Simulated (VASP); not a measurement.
Input of a VASP 6.6.1 run:

The input INCAR:

```
SYSTEM = Cu
ALGO = Normal ; EDIFF = 1E-6
ENCUT = 600 ; GGA = VW
GGA_COMPAT = .False. ; ISIF = 2
ISMEAR = -1 ; LASPH = .True.
LCHARG = .True. ; LELF = .True.
LREAL = .False. ; LVHAR = .True.
LWAVE = .False. ; NBANDS = 12
NELM = 120 ; PREC = Accurate
SIGMA = 0.05
```

File KPOINTS:

```
k-points
0
Gamma
  13 13 13
  0 0 0
```

The input POSCAR:

```
Cu
1.0
    0.0000000000      1.8075000000      1.8075000000
    1.8075000000      0.0000000000      1.8075000000
    1.8075000000      1.8075000000      0.0000000000
Cu
1
Direct
    0.0000000000      0.0000000000      0.0000000000
```

Potentials or basis: VASP PAW PBE potentials, release 64 (Cu).

Run with:

```sh
$ cat potpaw_PBE.64/Cu/POTCAR > POTCAR
$ mpirun -np 1 vasp_std > vasp.out
```

**Question.** What does it give for the band gap on the k mesh?

**Answer.** Zero (an odd number of electrons rules out a gap without spin polarisation).

**Question.** Estimate the pressure.

**Answer.** -12.2 GPa.

Caveat: the cell stands under tension; the PAW data sets were made with another functional, which shifts forces and pressure a little.
